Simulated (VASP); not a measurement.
# ZrH (P4_2/mmc) in VASP: further runs

Runs on ZrH. Level: PBEsol. Tasks: single point.

All numbers are computed with VASP 6.6.1; they aren't measurements. Logs are shortened: lines on timing, memory, paths and dates and some standing lists are left out, and cuts for length are marked.

## 1. The cell of the first run

The structure is tetragonal, space group P4_2/mmc (No. 131). Conventional cell: a = 3.190 Å, b = 3.190 Å, c = 5.090 Å, α = 90.00°, β = 90.00°, γ = 90.00°. Within 2.7 Å of Zr (site symmetry mmm) lie 4 H at 2.04 Å. Within 2.7 Å of H (site symmetry -4m2) lie 4 Zr at 2.04 Å and 2 H at 2.55 Å.

## 2. Single point, PBEsol (strain along c alone, the other axes held: +2.0 %)

Contents of INCAR:

```
PREC = Accurate ; ENCUT = 520
EDIFF = 1E-7 ; ISMEAR = 0
SIGMA = 0.1 ; LREAL = F
LASPH = T ; NELM = 80
ALGO = Fast ; ISIF = 2
LWAVE = F ; LCHARG = F
GGA = PS ; NBANDS = 21
```

Contents of KPOINTS:

```
Automatic mesh
0
Gamma
  16 16 10
```

Contents of POSCAR:

```
ZrH
1.0
    3.1902763252      0.0000000000      0.0000000000
    0.0000000000      3.1902763252      0.0000000000
    0.0000000000      0.0000000000      5.0903174288
Zr H
2 2
Direct
    0.0000000000      0.5000000000      0.0000000000
    0.5000000000      0.0000000000      0.5000000000
    0.0000000000      0.0000000000      0.7500000000
    0.0000000000      0.0000000000      0.2500000000
```

Potentials or basis: VASP PAW PBE potentials, release 64 (Zr_sv, H).

Command:

```console
$ cat potpaw_PBE.64/Zr_sv/POTCAR potpaw_PBE.64/H/POTCAR > POTCAR
$ mpirun -np 1 vasp_std > vasp.out
```

OUTCAR:

```text
PREC = Accurate
   ENCUT = 520
   EDIFF = 1E-7
   ISMEAR = 0
   LREAL = F
   LASPH = T
   NELM = 80
   ISIF = 2
   GGA = PS

 ion  position               nearest neighbor table
   1  0.000  0.500  0.000-   3 2.04   4 2.04   3 2.04   4 2.04   2 3.40   2 3.40   2 3.40   2 3.40
                             2 3.40   2 3.40   2 3.40   2 3.40
   2  0.500  0.000  0.500-   3 2.04   4 2.04   3 2.04   4 2.04   1 3.40   1 3.40   1 3.40   1 3.40
                             1 3.40   1 3.40   1 3.40   1 3.40
   3  0.000  0.000  0.750-   1 2.04   2 2.04   1 2.04   2 2.04
   4  0.000  0.000  0.250-   1 2.04   2 2.04   1 2.04   2 2.04

  LATTYP: Found a simple tetragonal cell.
 ALAT       =     3.1902763252
 C/A-ratio  =     1.5955725805

  Lattice vectors:

 A1 = (   3.1902763252,   0.0000000000,   0.0000000000)
 A2 = (   0.0000000000,   3.1902763252,   0.0000000000)
 A3 = (   0.0000000000,   0.0000000000,   5.0903174288)

Analysis of symmetry for initial positions (statically):
=====================================================================
 Subroutine PRICEL returns:
 Original cell was already a primitive cell.

 Routine SETGRP: Setting up the symmetry group for a
 simple tetragonal supercell.

 Subroutine GETGRP returns: Found 16 space group operations
 (whereof  8 operations were pure point group operations)
 out of a pool of 16 trial point group operations.

The static configuration has the point symmetry D_2h.
 The point group associated with its full space group is D_4h.

Analysis of symmetry for dynamics (positions and initial velocities):
=====================================================================
 Subroutine PRICEL returns:
 Original cell was already a primitive cell.

 Routine SETGRP: Setting up the symmetry group for a
 simple tetragonal supercell.

 Subroutine GETGRP returns: Found 16 space group operations
 (whereof  8 operations were pure point group operations)
 out of a pool of 16 trial point group operations.

The dynamic configuration has the point symmetry D_2h.
 The point group associated with its full space group is D_4h.

 Subroutine INISYM returns: Found 16 space group operations
 (whereof  8 operations are pure point group operations),
 and found     1 'primitive' translations

----------------------------------------------------------------------------------------

                                     Primitive cell

  volume of cell :      51.8086

  direct lattice vectors                    reciprocal lattice vectors
     3.190276325  0.000000000  0.000000000     0.313452472  0.000000000  0.000000000
     0.000000000  3.190276325  0.000000000     0.000000000  0.313452472  0.000000000
     0.000000000  0.000000000  5.090317429     0.000000000  0.000000000  0.196451403

  length of vectors
     3.190276325  3.190276325  5.090317429     0.313452472  0.313452472  0.196451403

  position of ions in fractional coordinates (direct lattice)
     0.000000000  0.500000000  0.000000000
     0.500000000  0.000000000  0.500000000
     0.000000000  0.000000000  0.750000000
     0.000000000  0.000000000  0.250000000

  ion indices of the primitive-cell ions
   primitive index   ion index
                 1           1
                 2           2
                 3           3
                 4           4

----------------------------------------------------------------------------------------

 KPOINTS: Automatic mesh

Automatic generation of k-mesh.
 Grid dimensions read from file:
 generate k-points for:   16   16   10

 Generating k-lattice:

  Cartesian coordinates                     Fractional coordinates (reciprocal lattice)
     0.019590779  0.000000000  0.000000000     0.062500000  0.000000000  0.000000000
     0.000000000  0.019590779  0.000000000     0.000000000  0.062500000  0.000000000
     0.000000000  0.000000000  0.019645140     0.000000000  0.000000000  0.100000000

  Length of vectors
     0.019590779  0.019590779  0.019645140

  Shift w.r.t. Gamma in fractional coordinates (k-lattice)
     0.000000000  0.000000000  0.000000000

 Subroutine IBZKPT returns following result:
 ===========================================

 Found    270 irreducible k-points:

 Following reciprocal coordinates:
            Coordinates               Weight
  0.000000  0.000000  0.000000      1.000000
  0.062500  0.000000  0.000000      4.000000
  0.125000  0.000000  0.000000      4.000000
  0.187500  0.000000  0.000000      4.000000
  0.250000  0.000000  0.000000      4.000000
  0.312500  0.000000  0.000000      4.000000
[... 16 lines left out ...]
  0.437500  0.125000  0.000000      8.000000
  0.500000  0.125000  0.000000      4.000000
 [... further k-points ...]
   k-points           NKPTS =    270   k-points in BZ     NKDIM =    270   number of bands    NBANDS=     21
   number of dos      NEDOS =    301   number of ions     NIONS =      4
   total plane-waves  NPLWV =  23040
   dimension x,y,z NGX =    24 NGY =   24 NGZ =   40
   dimension x,y,z NGXF=    48 NGYF=   48 NGZF=   80
   ions per type =               2   2
   NGX,Y,Z   is equivalent  to a cutoff of  12.51, 12.51, 13.06 a.u.
   NGXF,Y,Z  is equivalent  to a cutoff of  25.01, 25.01, 26.13 a.u.
 SYSTEM =  unknown system
   PREC   = accura    normal or accurate (medium, high low for compatibility)
   ISTART =      0    job   : 0-new  1-cont  2-samecut
   ICHARG =      2    charge: 1-file 2-atom 10-const
   ISPIN  =      1    spin polarized calculation?
   LNONCOLLINEAR =      F non collinear calculations
   LSORBIT =      F    spin-orbit coupling
   LASPH  =      T    aspherical Exc in radial PAW
   ENCUT  =  520.0 eV  38.22 Ry    6.18 a.u.   5.93  5.93  9.46*2*pi/ulx,y,z
   NELM   =     80;   NELMIN=  2; NELMDL= -5     # of ELM steps
   EDIFF  = 0.1E-06   stopping-criterion for ELM
   LREAL  =      F    real-space projection
   EDIFFG = 0.1E-05   stopping-criterion for IOM
   NSW    =      0    number of steps for IOM
   IBRION =     -1    ionic relax: 0-MD 1-quasi-New 2-CG
   NFREE  =      0    steps in history (QN), initial steepest desc. (CG)
   ISIF   =      2    stress and relaxation
   ISYM   =      2    0-nonsym 1-usesym 2-fastsym
   POTIM  = 0.5000    time-step for ionic-motion
   TEBEG  =    0.0;   TEEND  =   0.0 temperature during run
   PSTRESS=    0.0 pullay stress
   NELECT =      26.0000    total number of electrons
   NUPDOWN=      -1.0000    fix difference up-down
   EMIN   =  10.00;   EMAX   =-10.00  energy-range for DOS
   EFERMI =   0.00;   METHOD = LEGACY
   ISMEAR =     0;   SIGMA  =   0.10  broadening in eV -4-tet -1-fermi 0-gaus
   EFERMI_NEDOS =   21; number of points for ismear=-14 and -15
   IALGO  =     68    algorithm
   IMIX   =      4    mixing-type and parameters
     AMIX     =   0.40;   BMIX     =  1.00
     AMIX_MAG =   1.60;   BMIX_MAG =  1.00
  volume/ion in A,a.u.               =      12.95        87.41
  Fermi-wavevector in a.u.,A,eV,Ry     =   1.300965  2.458466 23.027979  1.692509
  Thomas-Fermi vector in A             =   2.432129
   LORBIT       =      0    0 simple, 1 ext, 2 COOP (PROOUT), +10 PAW based schemes
   GGA     = PS    functional components
   LHFCALC =     F    Hartree Fock is set to
   AEXX    =    0.0000 exact exchange contribution
   IVDW    =     0    specifies the selected vdW correction
   LEPSILON=     F    determine dielectric tensor
   LRPA    =     F    only Hartree local field effects (RPA)
 non-spin polarized calculation
 RMM-DIIS sequential band-by-band and
 Gauss-broadening in eV      SIGMA  =   0.10
  energy-cutoff  :      520.00
  volume of cell :       51.81
 maximum number of plane-waves:      1432
 NGX is ok and might be reduce to    24
   NGX = 11   NGY = 11   NGZ = 19

 number of electron      25.9999999 magnetization

 Free energy of the ion-electron system (eV)
  ---------------------------------------------------
  ext. energy  EPLUGINS =         0.00000000
  ---------------------------------------------------
  free energy    TOTEN  =       -26.65355143 eV

  energy without entropy =      -26.64360892  energy(sigma->0) =      -26.64858017

 E-fermi :   8.1022     XC(G=0): -11.1813

 val. band max:        8.1014723172   @ k =   0.3750   0.0000   0.3000
 cond. band min:       8.1040653174   @ k =   0.3750   0.0000   0.5000
 fundamental gap:      0.0025930002
 Fermi energy:         8.1021920226

 k-point     1 :       0.0000    0.0000    0.0000
  band No.  band energies     occupation
      1     -40.6439      2.00000
      2     -40.5457      2.00000
      3     -19.0552      2.00000
      4     -18.4920      2.00000
      5     -18.4920      2.00000
      6     -18.3646      2.00000
[... 13 lines left out ...]
     20      12.8921      0.00000
     21      14.3499      0.00000

 k-point     2 :       0.0625    0.0000    0.0000
  band No.  band energies     occupation
      1     -40.6410      2.00000
      2     -40.5446      2.00000
      3     -19.0460      2.00000
      4     -18.5147      2.00000
      5     -18.4889      2.00000
      6     -18.3683      2.00000
[... 13 lines left out ...]
     20      12.8587      0.00000
     21      14.6523      0.00000

 k-point     3 :       0.1250    0.0000    0.0000
  band No.  band energies     occupation
      1     -40.6327      2.00000
      2     -40.5418      2.00000
      3     -19.0191      2.00000
      4     -18.5788      2.00000
      5     -18.4797      2.00000
      6     -18.3807      2.00000
[... 13 lines left out ...]
     20      12.9374      0.00000
     21      15.3438      0.00000
[... 457 lines left out ...]
 k-point    23 :       0.4375    0.1250    0.0000
  band No.  band energies     occupation
      1     -40.5466      2.00000
      2     -40.5280      2.00000
      3     -19.0501      2.00000
      4     -18.8440      2.00000
      5     -18.6940      2.00000
      6     -18.5630      2.00000
[... 13 lines left out ...]
     20      14.4216      0.00000
     21      15.6896      0.00000

 k-point    24 :       0.5000    0.1250    0.0000
  band No.  band energies     occupation
      1     -40.5380      2.00000
      2     -40.5326      2.00000
      3     -19.0716      2.00000
      4     -18.8642      2.00000
      5     -18.6435      2.00000
      6     -18.6078      2.00000
[... 13 lines left out ...]
     20      13.9735      0.00000
     21      15.9152      0.00000

 [... further k-points ...]

------------------------ aborting loop because EDIFF is reached ----------------------------------------

  FORCE on cell =-STRESS in cart. coord.  units (eV):
  Direction    XX          YY          ZZ          XY          YZ          ZX
  --------------------------------------------------------------------------------------
  -------------------------------------------------------------------------------------
  Total       -0.5712751     -0.5712751     -1.2142455      0.0000000      0.0000000      0.0000000
  in kB      -17.6666584    -17.6666584    -37.5504915      0.0000000      0.0000000      0.0000000
  external PRESSURE =     -24.2946027 kB  Pullay stress =       0.0000000 kB

 VOLUME and BASIS-vectors are now :
 -----------------------------------------------------------------------------
  energy-cutoff  :      520.00
  volume of cell :       51.81
      direct lattice vectors                 reciprocal lattice vectors
     3.190276325  0.000000000  0.000000000     0.313452472  0.000000000  0.000000000
     0.000000000  3.190276325  0.000000000     0.000000000  0.313452472  0.000000000
     0.000000000  0.000000000  5.090317429     0.000000000  0.000000000  0.196451403

 POSITION                                       TOTAL-FORCE (eV/Angst)
 -----------------------------------------------------------------------------------
      0.00000      1.59514      0.00000         0.000000      0.000000      0.000000
      1.59514      0.00000      2.54516         0.000000      0.000000      0.000000
      0.00000      0.00000      3.81774        -0.000000     -0.000000      0.000000
      0.00000      0.00000      1.27258         0.000000      0.000000     -0.000000
 -----------------------------------------------------------------------------------
    total drift:                                0.000000      0.000000     -0.000000

  FREE ENERGIE OF THE ION-ELECTRON SYSTEM (eV)
  ---------------------------------------------------
  free  energy   TOTEN  =       -26.6535514339 eV

  energy  without entropy=      -26.6436089151  energy(sigma->0) =      -26.64858017
```

It took 15 min on 1 thread of Oxide Virtual Turin-like, shared host; peak memory 0.32 GiB.

What came out:

```
Free energy            : -26.6536 eV
Pressure               : -2.4 GPa
Band gap on the k mesh : zero (bands 13 and 14 overlap by 0.92 eV)
```

Stress tensor (GPa, compression positive):
```
-1.77  0.00  0.00
 0.00 -1.77  0.00
 0.00  0.00 -3.76
```

Levels at points of the mesh, in eV from the Fermi level:
| k point | band 9 | band 10 | band 11 | band 12 | band 13 | band 14 | band 15 | band 16 | band 17 | band 18 |
| --- | --- | --- | --- | --- | --- | --- | --- | --- | --- | --- |
| (0.00, 0.00, 0.00) | -8.39 | -3.57 | -2.99 | -2.75 | -0.12 | 0.91 | 0.91 | 1.96 | 3.71 | 4.71 |
| (0.50, 0.00, 0.00) | -6.22 | -5.44 | -1.84 | -0.84 | -0.51 | -0.22 | 1.85 | 2.08 | 2.48 | 3.18 |
| (0.50, 0.50, 0.00) | -6.64 | -3.65 | -2.87 | -2.87 | -1.81 | 3.13 | 3.76 | 4.28 | 4.28 | 4.42 |
| (0.00, 0.00, 0.50) | -6.66 | -6.66 | -1.72 | -1.72 | -0.16 | -0.16 | 2.00 | 2.00 | 2.57 | 2.57 |
| (0.50, 0.00, 0.50) | -7.24 | -3.90 | -2.74 | -0.28 | 0.14 | 0.61 | 0.88 | 1.37 | 4.02 | 4.35 |
| (0.50, 0.50, 0.50) | -5.34 | -5.34 | -2.02 | -2.02 | -0.24 | -0.24 | 1.57 | 1.57 | 5.48 | 5.48 |

Caveat: the cell differs from its parent crystal (strain along c alone, the other axes held: +2.0 %); the PAW data sets were made with another functional, which shifts forces and pressure a little.

(Part 1 of 2 ends here.)
